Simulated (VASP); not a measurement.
# Sc (P6_3/mmc) in VASP: single point with r2SCAN

Aim: the single point of Sc with r2SCAN.

Everything below comes from runs of VASP 6.6.1. Logs are shortened: lines on timing, memory, paths and dates and some standing lists are left out, and cuts for length are marked.

## Step 1: The cell of the first run

Symmetry: P6_3/mmc, No. 194, hexagonal system. The conventional cell has a = 3.307 Å, b = 3.307 Å, c = 5.270 Å, α = 90.00°, β = 90.00°, γ = 120.00°. Sc (site symmetry -6m2) has 12 Sc at 3.25 to 3.31 Å within 4.3 Å.

## Step 2: Single point, r2SCAN

POSCAR

```
Sc
1.0
    3.3067272754      0.0000000000      0.0000000000
   -1.6533636377      2.8637098239      0.0000000000
    0.0000000000      0.0000000000      5.2696781338
Sc
2
Direct
    0.3333333333      0.6666666667      0.2500000000
    0.6666666667      0.3333333333      0.7500000000
```

INCAR.step1

```
  ALGO = Normal
  EDIFF = 1E-4
  ENCUT = 520
  GGA = PE
  ISMEAR = -1
  LASPH = T
  LCHARG = F
  LREAL = F
  LWAVE = T
  NBANDS = 18
  NELM = 100
  PREC = Accurate
  SIGMA = 0.05
```

INCAR.step2

```
  ALGO = Normal
  EDIFF = 1E-6
  ENCUT = 520
  ISIF = 2
  ISMEAR = -1
  ISTART = 1
  LASPH = T
  LCHARG = F
  LMIXTAU = T
  LREAL = F
  LWAVE = F
  METAGGA = R2SCAN
  NBANDS = 18
  NELM = 100
  PREC = Accurate
  SIGMA = 0.05
```

KPOINTS

```
k-points
0
Gamma
  16 16 9
```

Potentials or basis: VASP PAW PBE potentials, release 64 (Sc_sv).

On the command line:

```bash
$ cat potpaw_PBE.64/Sc_sv/POTCAR > POTCAR
$ cp INCAR.step1 INCAR
$ mpirun -np 1 vasp_std > vasp.out
$ cp INCAR.step2 INCAR
$ mpirun -np 1 vasp_std > vasp.out
```

OUTCAR:

```text
EDIFF = 1E-6
   ENCUT = 520
   ISIF = 2
   ISMEAR = -1
   ISTART = 1
   LASPH = T
   LREAL = F
   METAGGA = R2SCAN
   NELM = 100
   PREC = Accurate

 ion  position               nearest neighbor table
   1  0.333  0.667  0.250-   2 3.25   2 3.25   2 3.25   2 3.25   2 3.25   2 3.25
   2  0.667  0.333  0.750-   1 3.25   1 3.25   1 3.25   1 3.25   1 3.25   1 3.25

  LATTYP: Found a hexagonal cell.
 ALAT       =     3.3067272754
 C/A-ratio  =     1.5936234515

  Lattice vectors:

 A1 = (   3.3067272754,   0.0000000000,   0.0000000000)
 A2 = (  -1.6533636377,   2.8637098239,   0.0000000000)
 A3 = (   0.0000000000,   0.0000000000,   5.2696781338)

Analysis of symmetry for initial positions (statically):
=====================================================================
 Subroutine PRICEL returns:
 Original cell was already a primitive cell.

 Routine SETGRP: Setting up the symmetry group for a
 hexagonal supercell.

 Subroutine GETGRP returns: Found 24 space group operations
 (whereof 12 operations were pure point group operations)
 out of a pool of 24 trial point group operations.

The static configuration has the point symmetry D_3d.
 The point group associated with its full space group is D_6h.

Analysis of symmetry for dynamics (positions and initial velocities):
=====================================================================
 Subroutine PRICEL returns:
 Original cell was already a primitive cell.

 Routine SETGRP: Setting up the symmetry group for a
 hexagonal supercell.

 Subroutine GETGRP returns: Found 24 space group operations
 (whereof 12 operations were pure point group operations)
 out of a pool of 24 trial point group operations.

The dynamic configuration has the point symmetry D_3d.
 The point group associated with its full space group is D_6h.

 Subroutine INISYM returns: Found 24 space group operations
 (whereof 12 operations are pure point group operations),
 and found     1 'primitive' translations

----------------------------------------------------------------------------------------

                                     Primitive cell

  volume of cell :      49.9013

  direct lattice vectors                    reciprocal lattice vectors
     3.306727275  0.000000000  0.000000000     0.302413812  0.174598696  0.000000000
    -1.653363638  2.863709824  0.000000000     0.000000000  0.349197391  0.000000000
     0.000000000  0.000000000  5.269678134     0.000000000  0.000000000  0.189764911

  length of vectors
     3.306727275  3.306727275  5.269678134     0.349197391  0.349197391  0.189764911

  position of ions in fractional coordinates (direct lattice)
     0.333333333  0.666666667  0.250000000
     0.666666667  0.333333333  0.750000000

  ion indices of the primitive-cell ions
   primitive index   ion index
                 1           1
                 2           2

----------------------------------------------------------------------------------------

 KPOINTS: k-points

Automatic generation of k-mesh.
 Grid dimensions read from file:
 generate k-points for:   16   16    9

 Generating k-lattice:

  Cartesian coordinates                     Fractional coordinates (reciprocal lattice)
     0.018900863  0.010912418  0.000000000     0.062500000  0.000000000  0.000000000
     0.000000000  0.021824837  0.000000000     0.000000000  0.062500000  0.000000000
     0.000000000  0.000000000  0.021084990     0.000000000  0.000000000  0.111111111

  Length of vectors
     0.021824837  0.021824837  0.021084990

  Shift w.r.t. Gamma in fractional coordinates (k-lattice)
     0.000000000  0.000000000  0.000000000

 Subroutine IBZKPT returns following result:
 ===========================================

 Found    150 irreducible k-points:

 Following reciprocal coordinates:
            Coordinates               Weight
  0.000000  0.000000  0.000000      1.000000
  0.062500  0.000000  0.000000      6.000000
  0.125000  0.000000  0.000000      6.000000
  0.187500  0.000000  0.000000      6.000000
  0.250000  0.000000  0.000000      6.000000
  0.312500  0.000000  0.000000      6.000000
[... 16 lines left out ...]
  0.187500  0.187500  0.000000      6.000000
  0.250000  0.187500  0.000000     12.000000
 [... further k-points ...]
   k-points           NKPTS =    150   k-points in BZ     NKDIM =    150   number of bands    NBANDS=     18
   number of dos      NEDOS =    301   number of ions     NIONS =      2
   total plane-waves  NPLWV =  31360
   dimension x,y,z NGX =    28 NGY =   28 NGZ =   40
   dimension x,y,z NGXF=    56 NGYF=   56 NGZF=   80
   ions per type =               2
   NGX,Y,Z   is equivalent  to a cutoff of  14.08, 14.08, 12.62 a.u.
   NGXF,Y,Z  is equivalent  to a cutoff of  28.15, 28.15, 25.24 a.u.
 SYSTEM =  unknown system
   PREC   = accura    normal or accurate (medium, high low for compatibility)
   ISTART =      1    job   : 0-new  1-cont  2-samecut
   ICHARG =      0    charge: 1-file 2-atom 10-const
   ISPIN  =      1    spin polarized calculation?
   LNONCOLLINEAR =      F non collinear calculations
   LSORBIT =      F    spin-orbit coupling
   LASPH  =      T    aspherical Exc in radial PAW
   ENCUT  =  520.0 eV  38.22 Ry    6.18 a.u.   6.15  6.15  9.80*2*pi/ulx,y,z
   NELM   =    100;   NELMIN=  2; NELMDL=  0     # of ELM steps
   EDIFF  = 0.1E-05   stopping-criterion for ELM
   LREAL  =      F    real-space projection
   EDIFFG = 0.1E-04   stopping-criterion for IOM
   NSW    =      0    number of steps for IOM
   IBRION =     -1    ionic relax: 0-MD 1-quasi-New 2-CG
   NFREE  =      0    steps in history (QN), initial steepest desc. (CG)
   ISIF   =      2    stress and relaxation
   ISYM   =      2    0-nonsym 1-usesym 2-fastsym
   POTIM  = 0.5000    time-step for ionic-motion
   TEBEG  =    0.0;   TEEND  =   0.0 temperature during run
   PSTRESS=    0.0 pullay stress
   NELECT =      22.0000    total number of electrons
   NUPDOWN=      -1.0000    fix difference up-down
   EMIN   =  10.00;   EMAX   =-10.00  energy-range for DOS
   EFERMI =   0.00;   METHOD = LEGACY
   ISMEAR =    -1;   SIGMA  =   0.05  broadening in eV -4-tet -1-fermi 0-gaus
   EFERMI_NEDOS =   21; number of points for ismear=-14 and -15
   IALGO  =     38    algorithm
   IMIX   =      4    mixing-type and parameters
     AMIX     =   0.40;   BMIX     =  1.00
     AMIX_MAG =   1.60;   BMIX_MAG =  1.00
  volume/ion in A,a.u.               =      24.95       168.38
  Fermi-wavevector in a.u.,A,eV,Ry     =   1.245982  2.354565 21.122665  1.552472
  Thomas-Fermi vector in A             =   2.380180
   LORBIT       =      0    0 simple, 1 ext, 2 COOP (PROOUT), +10 PAW based schemes
   METAGGA = R2SCAN    functional components
   LHFCALC =     F    Hartree Fock is set to
   AEXX    =    0.0000 exact exchange contribution
   IVDW    =     0    specifies the selected vdW correction
   LEPSILON=     F    determine dielectric tensor
   LRPA    =     F    only Hartree local field effects (RPA)
 non-spin polarized calculation
  energy-cutoff  :      520.00
  volume of cell :       49.90
 maximum number of plane-waves:      1363
 NGX is ok and might be reduce to    28
   NGX = 13   NGY = 13   NGZ = 19

 number of electron      22.0000000 magnetization

 Free energy of the ion-electron system (eV)
  ---------------------------------------------------
  ext. energy  EPLUGINS =         0.00000000
  ---------------------------------------------------
  free energy    TOTEN  =       -22.72439720 eV

  energy without entropy =      -22.69071525  energy(sigma->0) =      -22.70755623

 E-fermi :   3.6513     XC(G=0): -10.5537

 val. band max:        3.6498485805   @ k =   0.3125   0.0000   0.3333
 cond. band min:       3.6541627397   @ k =   0.3125   0.2500   0.3333
 fundamental gap:      0.0043141591
 Fermi energy:         3.6512907090

 k-point     1 :       0.0000    0.0000    0.0000
  band No.  band energies     occupation
      1     -47.9034      2.00000
      2     -47.8388      2.00000
      3     -25.7483      2.00000
      4     -25.4038      2.00000
      5     -25.4038      2.00000
      6     -25.3457      2.00000
[... 10 lines left out ...]
     17       6.2985      0.00000
     18       6.2986      0.00000

 k-point     2 :       0.0625    0.0000    0.0000
  band No.  band energies     occupation
      1     -47.9015      2.00000
      2     -47.8380      2.00000
      3     -25.7432      2.00000
      4     -25.4143      2.00000
      5     -25.4073      2.00000
      6     -25.3567      2.00000
[... 10 lines left out ...]
     17       6.2171      0.00000
     18       6.2419      0.00000

 k-point     3 :       0.1250    0.0000    0.0000
  band No.  band energies     occupation
      1     -47.8960      2.00000
      2     -47.8358      2.00000
      3     -25.7282      2.00000
      4     -25.4445      2.00000
      5     -25.4171      2.00000
      6     -25.3878      2.00000
[... 10 lines left out ...]
     17       6.0956      0.00000
     18       6.1319      0.00000

 k-point     4 :       0.1875    0.0000    0.0000
  band No.  band energies     occupation
      1     -47.8877      2.00000
      2     -47.8328      2.00000
      3     -25.7047      2.00000
      4     -25.4900      2.00000
      5     -25.4334      2.00000
      6     -25.4314      2.00000
[... 375 lines left out ...]
      4     -25.6053      2.00000
      5     -25.5558      2.00000
      6     -25.5111      2.00000
[... 10 lines left out ...]
     17       7.7127      0.00000
     18       7.8170      0.00000

 k-point    23 :       0.1875    0.1875    0.0000
  band No.  band energies     occupation
      1     -47.8641      2.00000
      2     -47.8263      2.00000
      3     -25.6324      2.00000
      4     -25.5697      2.00000
      5     -25.5678      2.00000
      6     -25.4625      2.00000
[... 10 lines left out ...]
     17       7.0454      0.00000
     18       7.4274      0.00000

 k-point    24 :       0.2500    0.1875    0.0000
  band No.  band energies     occupation
      1     -47.8548      2.00000
      2     -47.8251      2.00000
      3     -25.6109      2.00000
      4     -25.5999      2.00000
      5     -25.5842      2.00000
      6     -25.4880      2.00000
[... 10 lines left out ...]
     17       7.4202      0.00000
     18       7.7515      0.00000

 [... further k-points ...]

------------------------ aborting loop because EDIFF is reached ----------------------------------------

  FORCE on cell =-STRESS in cart. coord.  units (eV):
  Direction    XX          YY          ZZ          XY          YZ          ZX
  --------------------------------------------------------------------------------------
  -------------------------------------------------------------------------------------
  Total        0.2297514      0.2297514     -0.2512034     -0.0000000     -0.0000000      0.0000000
  in kB        7.3766177      7.3766177     -8.0653750     -0.0000000     -0.0000000      0.0000000
  external PRESSURE =       2.2292868 kB  Pullay stress =       0.0000000 kB

 VOLUME and BASIS-vectors are now :
 -----------------------------------------------------------------------------
  energy-cutoff  :      520.00
  volume of cell :       49.90
      direct lattice vectors                 reciprocal lattice vectors
     3.306727275  0.000000000  0.000000000     0.302413812  0.174598696  0.000000000
    -1.653363638  2.863709824  0.000000000     0.000000000  0.349197391  0.000000000
     0.000000000  0.000000000  5.269678134     0.000000000  0.000000000  0.189764911

 POSITION                                       TOTAL-FORCE (eV/Angst)
 -----------------------------------------------------------------------------------
     -0.00000      1.90914      1.31742        -0.000000      0.000000      0.000000
      1.65336      0.95457      3.95226         0.000000      0.000000      0.000000
 -----------------------------------------------------------------------------------
    total drift:                               -0.000000      0.000000     -0.000000

  FREE ENERGIE OF THE ION-ELECTRON SYSTEM (eV)
  ---------------------------------------------------
  free  energy   TOTEN  =       -22.7243972006 eV

  energy  without entropy=      -22.6907152517  energy(sigma->0) =      -22.70755623
```

Run time: 8.1 min. Hardware: 1 thread of AMD EPYC 7R13 (Zen 3), shared host; peak memory 0.23 GiB.

What came out:

- Free energy: -22.7244 eV
- Pressure: 0.2 GPa
- Band gap on the k mesh: zero (bands 11 and 12 overlap by 1.32 eV)

Stress tensor (GPa, compression positive):
```
 0.74  0.00  0.00
 0.00  0.74  0.00
 0.00  0.00 -0.81
```

Caveat: the PAW data sets were made with another functional, which shifts forces and pressure a little.
